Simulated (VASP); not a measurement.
Set up this calculation in VASP 6.6.1, as the native input.

```
Task                   : single point
Functional             : PBE
Potentials or basis    : VASP PAW PBE potentials, release 64 (Ga_d, P)
Cutoff                 : 520 eV
k mesh                 : 8 × 8 × 8
Occupations            : gaussian, width 0.01 eV
Spin                   : no spin polarisation
Dipole correction      : no
Further INCAR settings : ALGO = Normal; EDIFF = 1e-07; NBANDS = 16
```

The structure of GaP lies in POSCAR:

```
GaP
1.0
    0.0000000000      2.7252500000      2.7252500000
    2.7252500000      0.0000000000      2.7252500000
    2.7252500000      2.7252500000      0.0000000000
Ga P
1 1
Direct
    0.0000000000      0.0000000000      0.0000000000
    0.2500000000      0.2500000000      0.2500000000
```

The input as run:

INCAR

```
SYSTEM = GaP
  ALGO = Normal
  EDIFF = 1E-7
  ENCUT = 520
  GGA = PE
  ISIF = 2
  ISMEAR = 0
  LASPH = .TRUE.
  LCHARG = .FALSE.
  LREAL = .FALSE.
  LWAVE = .FALSE.
  NBANDS = 16
  NELM = 100
  PREC = Accurate
  SIGMA = 0.01
```

KPOINTS

```
k-points
0
G
  8 8 8
  0 0 0
```

Potentials or basis: VASP PAW PBE potentials, release 64 (Ga_d, P).

Run with:

```bash
$ cat potpaw_PBE.64/Ga_d/POTCAR potpaw_PBE.64/P/POTCAR > POTCAR
$ mpirun -np 1 vasp_std > vasp.out
```

Results of the run:

```yaml
Pressure: 2.5 GPa
Band_gap_on_the_k_mesh: 1.64 eV, indirect (least direct gap 1.83 eV)
```

Wall time 16 s on 1 thread of Intel(R) Xeon(R) Platinum 8375C CPU @ 2.90GHz (Ice Lake), on a shared host, peak memory 0.17 GiB.
